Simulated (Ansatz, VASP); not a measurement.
## BeS in VASP and in Ansatz

```
Be S
1.0
     0.00000    2.43431    2.43431
     2.37880    0.00000    2.43431
     2.37880    2.43431    0.00000
Be S
1 1
Direct
  0.00000 0.00000 0.00000
  0.25000 0.25000 0.25000
```

Change from the starting cell: uniaxial_x strain -2.3%.

Alike in both runs: task single point; functional r2SCAN; k mesh 10 × 10 × 10; no spin polarisation.

|  | VASP | Ansatz |
| --- | --- | --- |
| version | VASP 6.6.1 | Ansatz 0.2.0 |
| potentials or method | VASP PAW PBE potentials, release 64 (Be, S) | plane waves, PAW |
| plane-wave cutoff (eV) | 520 | 500 |
| occupations | gaussian, width 0.01 eV | fixed |
| valence electrons in the cell | 8 | 8 |

```csv
,VASP,Ansatz,Ansatz less VASP
gap on the k mesh at the Fermi level (eV),3.34,3.33,-0.010
pressure (GPa),2.6,2.3,-0.29
"traceless stress, the component that is largest in VASP (GPa)",1.49,1.51,+0.023
```

VASP's potentials were made for PBE, not for r2SCAN.
